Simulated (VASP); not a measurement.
# BeCd3S4 (P-43m) in VASP: notebook

Runs on BeCd3S4. Level: PBE. Tasks: single point, relaxation of cell and atoms.

Everything below comes from runs of VASP 6.6.1. Logs are shortened: lines on timing, memory, paths and dates and some standing lists are left out, and cuts for length are marked.

## 1. The cell of the first run

It takes space group P-43m (No. 215, cubic). The conventional cell has a = 5.641 Å, b = 5.641 Å, c = 5.641 Å, α = 90.00°, β = 90.00°, γ = 90.00°. Be (site symmetry -43m) has 4 S at 2.15 Å within 2.8 Å. Within 3.4 Å of Cd (site symmetry -42m) lie 4 S at 2.55 Å. Within 2.8 Å of S (site symmetry 3m) lie 1 Be at 2.15 Å and 3 Cd at 2.55 Å.

## 2. Single point, PBE

INCAR

```
SYSTEM = BeCd3S4
ALGO = Normal ; EDIFF = 1E-6
ENCUT = 600 ; GGA = PE
GGA_COMPAT = .FALSE. ; ISIF = 2
ISMEAR = 0 ; LASPH = .TRUE.
LCHARG = .FALSE. ; LREAL = .FALSE.
LWAVE = .FALSE. ; NBANDS = 41
NELM = 120 ; PREC = Accurate
SIGMA = 0.1
```

KPOINTS

```
k-points
0
G
  4 4 4
  0 0 0
```

POSCAR

```
BeCd3S4
1.0
    5.6408610521      0.0000000000      0.0000000000
    0.0000000000      5.6408610521      0.0000000000
    0.0000000000      0.0000000000      5.6408610521
Be Cd S
1 3 4
Direct
    0.0000000000      0.0000000000      0.0000000000
    0.5000000000      0.0000000000      0.5000000000
    0.0000000000      0.5000000000      0.5000000000
    0.5000000000      0.5000000000      0.0000000000
    0.7797085840      0.7797085840      0.2202914160
    0.7797085840      0.2202914160      0.7797085840
    0.2202914160      0.7797085840      0.7797085840
    0.2202914160      0.2202914160      0.2202914160
```

Potentials or basis: VASP PAW PBE potentials, release 64 (Be, Cd, S).

Launch:

```sh
cat potpaw_PBE.64/Be/POTCAR potpaw_PBE.64/Cd/POTCAR potpaw_PBE.64/S/POTCAR > POTCAR
mpirun -np 1 vasp_std > vasp.out
```

OUTCAR:

```text
SYSTEM = BeCd3S4
   EDIFF = 1E-6
   ENCUT = 600
   GGA = PE
   ISIF = 2
   ISMEAR = 0
   LASPH = .TRUE.
   LREAL = .FALSE.
   NELM = 120
   PREC = Accurate

 ion  position               nearest neighbor table
   1  0.000  0.000  0.000-   5 2.15   6 2.15   7 2.15   8 2.15
   2  0.500  0.000  0.500-   5 2.55   6 2.55   7 2.55   8 2.55
   3  0.000  0.500  0.500-   5 2.55   6 2.55   7 2.55   8 2.55
   4  0.500  0.500  0.000-   5 2.55   6 2.55   7 2.55   8 2.55
   5  0.780  0.780  0.220-   1 2.15   2 2.55   3 2.55   4 2.55
   6  0.780  0.220  0.780-   1 2.15   2 2.55   3 2.55   4 2.55
   7  0.220  0.780  0.780-   1 2.15   2 2.55   3 2.55   4 2.55
   8  0.220  0.220  0.220-   1 2.15   2 2.55   3 2.55   4 2.55

  LATTYP: Found a simple cubic cell.
 ALAT       =     5.6408610521

  Lattice vectors:

 A1 = (   5.6408610521,   0.0000000000,   0.0000000000)
 A2 = (   0.0000000000,   5.6408610521,   0.0000000000)
 A3 = (   0.0000000000,   0.0000000000,   5.6408610521)

Analysis of symmetry for initial positions (statically):
=====================================================================
 Subroutine PRICEL returns:
 Original cell was already a primitive cell.

 Routine SETGRP: Setting up the symmetry group for a
 simple cubic supercell.

 Subroutine GETGRP returns: Found 24 space group operations
 (whereof 24 operations were pure point group operations)
 out of a pool of 48 trial point group operations.

The static configuration has the point symmetry T_d .

Analysis of symmetry for dynamics (positions and initial velocities):
=====================================================================
 Subroutine PRICEL returns:
 Original cell was already a primitive cell.

 Routine SETGRP: Setting up the symmetry group for a
 simple cubic supercell.

 Subroutine GETGRP returns: Found 24 space group operations
 (whereof 24 operations were pure point group operations)
 out of a pool of 48 trial point group operations.

The dynamic configuration has the point symmetry T_d .

 Subroutine INISYM returns: Found 24 space group operations
 (whereof 24 operations are pure point group operations),
 and found     1 'primitive' translations

----------------------------------------------------------------------------------------

                                     Primitive cell

  volume of cell :     179.4883

  direct lattice vectors                    reciprocal lattice vectors
     5.640861052  0.000000000  0.000000000     0.177277900  0.000000000  0.000000000
     0.000000000  5.640861052  0.000000000     0.000000000  0.177277900  0.000000000
     0.000000000  0.000000000  5.640861052     0.000000000  0.000000000  0.177277900

  length of vectors
     5.640861052  5.640861052  5.640861052     0.177277900  0.177277900  0.177277900

  position of ions in fractional coordinates (direct lattice)
     0.000000000  0.000000000  0.000000000
     0.500000000  0.000000000  0.500000000
     0.000000000  0.500000000  0.500000000
     0.500000000  0.500000000  0.000000000
     0.779708584  0.779708584  0.220291416
     0.779708584  0.220291416  0.779708584
     0.220291416  0.779708584  0.779708584
     0.220291416  0.220291416  0.220291416

  ion indices of the primitive-cell ions
   primitive index   ion index
                 1           1
                 2           2
                 3           3
                 4           4
                 5           5
                 6           6
                 7           7
                 8           8

----------------------------------------------------------------------------------------

 KPOINTS: k-points

Automatic generation of k-mesh.
 Grid dimensions read from file:
 generate k-points for:    4    4    4

 Generating k-lattice:

  Cartesian coordinates                     Fractional coordinates (reciprocal lattice)
     0.044319475  0.000000000  0.000000000     0.250000000  0.000000000  0.000000000
     0.000000000  0.044319475  0.000000000     0.000000000  0.250000000  0.000000000
     0.000000000  0.000000000  0.044319475     0.000000000  0.000000000  0.250000000

  Length of vectors
     0.044319475  0.044319475  0.044319475

  Shift w.r.t. Gamma in fractional coordinates (k-lattice)
     0.000000000  0.000000000  0.000000000

 Subroutine IBZKPT returns following result:
 ===========================================

 Found     10 irreducible k-points:

 Following reciprocal coordinates:
            Coordinates               Weight
  0.000000  0.000000  0.000000      1.000000
  0.250000  0.000000  0.000000      6.000000
  0.500000  0.000000  0.000000      3.000000
  0.250000  0.250000  0.000000     12.000000
  0.500000  0.250000  0.000000     12.000000
  0.500000  0.500000  0.000000      3.000000
  0.250000  0.250000  0.250000      8.000000
  0.500000  0.250000  0.250000     12.000000
  0.500000  0.500000  0.250000      6.000000
  0.500000  0.500000  0.500000      1.000000
   k-points           NKPTS =     10   k-points in BZ     NKDIM =     10   number of bands    NBANDS=     41
   number of dos      NEDOS =    301   number of ions     NIONS =      8
   total plane-waves  NPLWV = 110592
   dimension x,y,z NGX =    48 NGY =   48 NGZ =   48
   dimension x,y,z NGXF=    96 NGYF=   96 NGZF=   96
   ions per type =               1   3   4
   NGX,Y,Z   is equivalent  to a cutoff of  14.15, 14.15, 14.15 a.u.
   NGXF,Y,Z  is equivalent  to a cutoff of  28.29, 28.29, 28.29 a.u.
 SYSTEM =  BeCd3S4
   PREC   = accura    normal or accurate (medium, high low for compatibility)
   ISTART =      0    job   : 0-new  1-cont  2-samecut
   ICHARG =      2    charge: 1-file 2-atom 10-const
   ISPIN  =      1    spin polarized calculation?
   LNONCOLLINEAR =      F non collinear calculations
   LSORBIT =      F    spin-orbit coupling
   LASPH  =      T    aspherical Exc in radial PAW
   ENCUT  =  600.0 eV  44.10 Ry    6.64 a.u.  11.27 11.27 11.27*2*pi/ulx,y,z
   NELM   =    120;   NELMIN=  2; NELMDL= -5     # of ELM steps
   EDIFF  = 0.1E-05   stopping-criterion for ELM
   LREAL  =      F    real-space projection
   EDIFFG = 0.1E-04   stopping-criterion for IOM
   NSW    =      0    number of steps for IOM
   IBRION =     -1    ionic relax: 0-MD 1-quasi-New 2-CG
   NFREE  =      0    steps in history (QN), initial steepest desc. (CG)
   ISIF   =      2    stress and relaxation
   ISYM   =      2    0-nonsym 1-usesym 2-fastsym
   POTIM  = 0.5000    time-step for ionic-motion
   TEBEG  =    0.0;   TEEND  =   0.0 temperature during run
   PSTRESS=    0.0 pullay stress
   NELECT =      62.0000    total number of electrons
   NUPDOWN=      -1.0000    fix difference up-down
   EMIN   =  10.00;   EMAX   =-10.00  energy-range for DOS
   EFERMI =   0.00;   METHOD = LEGACY
   ISMEAR =     0;   SIGMA  =   0.10  broadening in eV -4-tet -1-fermi 0-gaus
   EFERMI_NEDOS =   21; number of points for ismear=-14 and -15
   IALGO  =     38    algorithm
   IMIX   =      4    mixing-type and parameters
     AMIX     =   0.40;   BMIX     =  1.00
     AMIX_MAG =   1.60;   BMIX_MAG =  1.00
  volume/ion in A,a.u.               =      22.44       151.41
  Fermi-wavevector in a.u.,A,eV,Ry     =   1.148665  2.170662 17.951947  1.319431
  Thomas-Fermi vector in A             =   2.285339
   LORBIT       =      0    0 simple, 1 ext, 2 COOP (PROOUT), +10 PAW based schemes
   GGA     = PE    functional components
   LHFCALC =     F    Hartree Fock is set to
   AEXX    =    0.0000 exact exchange contribution
   IVDW    =     0    specifies the selected vdW correction
   LEPSILON=     F    determine dielectric tensor
   LRPA    =     F    only Hartree local field effects (RPA)
 non-spin polarized calculation
 Gauss-broadening in eV      SIGMA  =   0.10
  energy-cutoff  :      600.00
  volume of cell :      179.49
 maximum number of plane-waves:      6031
 NGX is ok and might be reduce to    48
   NGX = 23   NGY = 23   NGZ = 23

 number of electron      62.0000011 magnetization

 Free energy of the ion-electron system (eV)
  ---------------------------------------------------
  ext. energy  EPLUGINS =         0.00000000
  ---------------------------------------------------
  free energy    TOTEN  =       -28.03617126 eV

  energy without entropy =      -28.03617126  energy(sigma->0) =      -28.03617126

 E-fermi :   2.1196     XC(G=0):  -9.2370

 val. band max:        1.6226131613   @ k =   0.5000   0.5000   0.0000
 cond. band min:       3.2804269589   @ k =   0.0000   0.0000   0.0000
 fundamental gap:      1.6578137976
 Fermi energy:         2.1195659715

 k-point     1 :       0.0000    0.0000    0.0000
  band No.  band energies     occupation
      1     -10.8354      2.00000
      2      -9.9183      2.00000
      3      -9.9183      2.00000
      4      -9.9183      2.00000
      5      -5.8884      2.00000
      6      -5.8884      2.00000
[... 33 lines left out ...]
     40       8.2079      0.00000
     41       8.2079      0.00000

 k-point     2 :       0.2500    0.0000    0.0000
  band No.  band energies     occupation
      1     -10.7313      2.00000
      2     -10.0376      2.00000
      3      -9.9201      2.00000
      4      -9.9201      2.00000
      5      -5.9211      2.00000
      6      -5.8688      2.00000
[... 33 lines left out ...]
     40       8.7026      0.00000
     41       8.7026      0.00000

 k-point     3 :       0.5000    0.0000    0.0000
  band No.  band energies     occupation
      1     -10.5656      2.00000
      2     -10.2192      2.00000
      3      -9.9218      2.00000
      4      -9.9218      2.00000
      5      -5.9165      2.00000
      6      -5.8831      2.00000
[... 259 lines left out ...]
      2     -10.0752      2.00000
      3     -10.0752      2.00000
      4     -10.0504      2.00000
      5      -5.8454      2.00000
      6      -5.8268      2.00000
[... 33 lines left out ...]
     40       8.8485      0.00000
     41       8.8886      0.00000

 k-point    10 :       0.5000    0.5000    0.5000
  band No.  band energies     occupation
      1     -10.3849      2.00000
      2     -10.0647      2.00000
      3     -10.0647      2.00000
      4     -10.0647      2.00000
      5      -5.8362      2.00000
      6      -5.8362      2.00000
[... 33 lines left out ...]
     40       8.4822      0.00000
     41       9.4269      0.00000

------------------------ aborting loop because EDIFF is reached ----------------------------------------

  FORCE on cell =-STRESS in cart. coord.  units (eV):
  Direction    XX          YY          ZZ          XY          YZ          ZX
  --------------------------------------------------------------------------------------
  -------------------------------------------------------------------------------------
  Total        0.6564472      0.6564472      0.6564472      0.0000000      0.0000000     -0.0000000
  in kB        5.8596837      5.8596837      5.8596837      0.0000000      0.0000000     -0.0000000
  external PRESSURE =       5.8596837 kB  Pullay stress =       0.0000000 kB

 VOLUME and BASIS-vectors are now :
 -----------------------------------------------------------------------------
  energy-cutoff  :      600.00
  volume of cell :      179.49
      direct lattice vectors                 reciprocal lattice vectors
     5.640861052  0.000000000  0.000000000     0.177277900  0.000000000  0.000000000
     0.000000000  5.640861052  0.000000000     0.000000000  0.177277900  0.000000000
     0.000000000  0.000000000  5.640861052     0.000000000  0.000000000  0.177277900

 POSITION                                       TOTAL-FORCE (eV/Angst)
 -----------------------------------------------------------------------------------
      0.00000      0.00000      0.00000         0.000000      0.000000     -0.000000
      2.82043      0.00000      2.82043         0.000000      0.000000     -0.000000
      0.00000      2.82043      2.82043         0.000000     -0.000000     -0.000000
      2.82043      2.82043      0.00000         0.000000      0.000000     -0.000000
      4.39823      4.39823      1.24263        -0.008568     -0.008568      0.008568
      4.39823      1.24263      4.39823        -0.008568      0.008568     -0.008568
      1.24263      4.39823      4.39823         0.008568     -0.008568     -0.008568
      1.24263      1.24263      1.24263         0.008568      0.008568      0.008568
 -----------------------------------------------------------------------------------
    total drift:                                0.000000      0.000000      0.000000

  FREE ENERGIE OF THE ION-ELECTRON SYSTEM (eV)
  ---------------------------------------------------
  free  energy   TOTEN  =       -28.0361712565 eV

  energy  without entropy=      -28.0361712565  energy(sigma->0) =      -28.03617126
```

It took 96 s on 1 thread of Intel Xeon Platinum 8488C (Sapphire Rapids), shared host; peak memory 0.35 GiB.

Results:

```
Free energy            : -28.0362 eV
Pressure               : 0.6 GPa
Largest force          : 0.015 eV/Å
Band gap on the k mesh : 1.66 eV (least direct gap 1.71 eV)
```

Forces in eV/Å, atoms in the order of the input:
```
Be   0.000  0.000  0.000
Cd   0.000  0.000  0.000
Cd   0.000  0.000  0.000
Cd   0.000  0.000  0.000
S   -0.009 -0.009  0.009
S   -0.009  0.009 -0.009
S    0.009 -0.009 -0.009
S    0.009  0.009  0.009
```

## 3. Single point, PBE

This run uses another cell than the first one, of 22.57 Å³/atom.

INCAR

```
PREC = Accurate
ENCUT = 600
EDIFF = 1E-6
ISMEAR = 0
SIGMA = 0.1
LREAL = F
LASPH = T
NELM = 120
ALGO = Normal
ISIF = 2
LWAVE = F
LCHARG = F
GGA = PE
NBANDS = 41
GGA_COMPAT = F
```

KPOINTS

```
Automatic mesh
0
Gamma
  4 4 4
```

POSCAR

```
BeCd3S4
1.0
    5.6516859539      0.0000000000      0.0000000000
    0.0000000000      5.6516859539      0.0000000000
    0.0000000000      0.0000000000      5.6516859539
Be Cd S
1 3 4
Direct
    0.0000000000      0.0000000000      0.0000000000
    0.5000000000      0.0000000000      0.5000000000
    0.0000000000      0.5000000000      0.5000000000
    0.5000000000      0.5000000000      0.0000000000
    0.7792012128      0.7792012128      0.2207987872
    0.7792012128      0.2207987872      0.7792012128
    0.2207987872      0.7792012128      0.7792012128
    0.2207987872      0.2207987872      0.2207987872
```

Potentials or basis: VASP PAW PBE potentials, release 64 (Be, Cd, S).

Launch:

```sh
cat potpaw_PBE.64/Be/POTCAR potpaw_PBE.64/Cd/POTCAR potpaw_PBE.64/S/POTCAR > POTCAR
mpirun -np 1 vasp_std > vasp.out
```

Run time: 86 s. Hardware: 1 thread of Intel Xeon Platinum 8488C (Sapphire Rapids), shared host; peak memory 0.35 GiB.

Results (log left out):

| Quantity | Value |
| --- | --- |
| Free energy | -28.0389 eV |
| Pressure | 0.2 GPa |
| Largest force | 0.032 eV/Å |
| Band gap on the k mesh | 1.65 eV (least direct gap 1.69 eV) |

Forces on the atoms (eV/Å):
```
Be   0.000  0.000  0.000
Cd   0.000  0.000  0.000
Cd   0.000  0.000  0.000
Cd   0.000  0.000  0.000
S    0.019  0.019 -0.019
S    0.019 -0.019  0.019
S   -0.019  0.019  0.019
S   -0.019 -0.019 -0.019
```

Levels at points of the mesh, in eV from the valence-band top:
```csv
k point,band 29,band 30,band 31,band 32,band 33,band 34
"(0.00, 0.00, 0.00)",-0.04,-0.04,-0.04,1.65,3.68,3.68
"(0.50, 0.00, 0.00)",-1.15,-0.57,-0.57,3.69,3.69,4.81
"(0.50, 0.50, 0.00)",-0.91,-0.91,0.00,3.44,4.69,4.69
"(0.50, 0.50, 0.50)",-0.46,-0.38,-0.38,3.07,3.07,3.07
```

## 4. Relaxation of cell and atoms, PBE

This run uses another cell than the first one, of 20.68 Å³/atom.

INCAR

```
PREC     = Accurate       # precision mode
ENCUT    = 600            # plane-wave cutoff, eV
EDIFF    = 1E-7           # SCF threshold, eV
ISMEAR   = 0              # smearing method
SIGMA    = 0.15           # smearing width, eV
LREAL    = False          # projectors in reciprocal space
LASPH    = True           # aspherical terms in the spheres
NELM     = 120            # most SCF steps
ALGO     = Normal         # electronic algorithm
ISIF     = 3              # what is computed and relaxed
LWAVE    = False          # write WAVECAR
LCHARG   = False          # write CHGCAR
GGA      = PE             # functional
IBRION   = 2              # ionic algorithm
NSW      = 36             # ionic steps
EDIFFG   = -0.08          # ionic threshold
GGA_COMPAT= False        
NELMIN   = 4
```

KPOINTS

```
Automatic mesh
0
Gamma
  2 2 2
```

POSCAR

```
BeCd3S4
1.0
    5.4900000000      0.0000000000      0.0000000000
    0.0000000000      5.4900000000      0.0000000000
    0.0000000000      0.0000000000      5.4900000000
Be Cd S
1 3 4
Direct
    0.0000000000      0.0000000000      0.0000000000
    0.5000000000      0.0000000000      0.5000000000
    0.0000000000      0.5000000000      0.5000000000
    0.5000000000      0.5000000000      0.0000000000
    0.7760000000      0.7760000000      0.2240000000
    0.7760000000      0.2240000000      0.7760000000
    0.2240000000      0.7760000000      0.7760000000
    0.2240000000      0.2240000000      0.2240000000
```

Launch:

```sh
cat potpaw_PBE.64/Be/POTCAR potpaw_PBE.64/Cd/POTCAR potpaw_PBE.64/S/POTCAR > POTCAR
mpirun -np 1 vasp_std > vasp.out
```

It took 2.3 min on 1 thread of Intel Xeon Platinum 8488C (Sapphire Rapids), shared host; peak memory 0.34 GiB.

It converged, with:

```
Free energy                           : -27.8786 eV
Relaxed volume                        : 22.75 Å³/atom
Relaxed cell                          : a = 5.667 Å, b = 5.667 Å, c = 5.667 Å, α = 90.00°, β = 90.00°, γ = 90.00°
Space group after relaxing (to 0.1 Å) : P-43m (No. 215)
Energy gained by relaxing             : 45.4 meV/atom
Ionic steps                           : 5
Pressure after relaxing               : -0.1 GPa
Largest force after relaxing          : 0.053 eV/Å
Band gap on the k mesh                : 1.64 eV (least direct gap 1.66 eV)
```

Forces in eV/Å, atoms in the order of the input:
```
Be   0.000  0.000  0.000
Cd   0.000  0.000  0.000
Cd   0.000  0.000  0.000
Cd   0.000  0.000  0.000
S    0.031  0.031 -0.031
S    0.031 -0.031  0.031
S   -0.031  0.031  0.031
S   -0.031 -0.031 -0.031
```

Step by step:
```csv
step,energy change (eV),largest force (eV/Å),pressure (GPa),volume (Å³)
1,0.0000,0.5348,7.27,165.47
2,-0.3094,0.0082,-2.25,188.99
3,-0.3611,0.1155,-0.06,181.88
4,-0.3610,0.1089,-0.18,182.22
5,-0.3630,0.0533,-0.13,182.01
```

Final structure:
```xyz
8
Lattice="5.6672 0.0000 0.0000 0.0000 5.6672 0.0000 0.0000 0.0000 5.6672" Properties=species:S:1:pos:R:3 pbc="T T T"
Be    0.0000    0.0000    0.0000
Cd    2.8336    0.0000    2.8336
Cd    0.0000    2.8336    2.8336
Cd    2.8336    2.8336    0.0000
S     4.4121    4.4121    1.2551
S     4.4121    1.2551    4.4121
S     1.2551    4.4121    4.4121
S     1.2551    1.2551    1.2551
```

Levels at points of the mesh, in eV from the valence-band top:
```csv
k point,band 29,band 30,band 31,band 32,band 33,band 34
"(0.00, 0.00, 0.00)",-0.02,-0.02,-0.02,1.64,3.68,3.68
"(0.50, 0.00, 0.00)",-1.13,-0.56,-0.56,3.69,3.69,4.80
"(0.50, 0.50, 0.00)",-0.89,-0.88,0.00,3.45,4.66,4.66
"(0.50, 0.50, 0.50)",-0.45,-0.37,-0.37,3.06,3.06,3.06
```

Caveat: the k points lie up to 0.55 Å⁻¹ apart in the final cell; the relaxation stopped at a loose force limit of 0.08 eV/Å, so its end isn't a converged minimum. A k mesh can miss the band edges.

## 5. Summary

```csv
task,cell,k mesh,smearing,gap on the mesh (eV),pressure (GPa),largest force (eV/Å)
single point,"a = 5.641 Å, 8 atoms, atomic positions A",4 × 4 × 4,gaussian 0.1 eV,1.66,0.6,0.01
single point,"a = 5.652 Å, 8 atoms, atomic positions A",4 × 4 × 4,gaussian 0.1 eV,1.65,0.2,0.03
relaxation of cell and atoms,"relaxed from a = 5.490 Å, 8 atoms, atomic positions B",2 × 2 × 2,gaussian 0.15 eV,1.64,-0.1,0.05
```

Alike in all rows: level PBE; potentials or basis VASP PAW PBE potentials, release 64 (Be, Cd, S); no spin polarisation; cutoff (eV) 600.

Caveats: some runs use coarse meshes; the relaxation stopped at a loose force limit of 0.08 eV/Å, so its end isn't a converged minimum (at least some runs).

Total energies depend on the potentials used, so only differences within one code and one set of settings carry meaning.
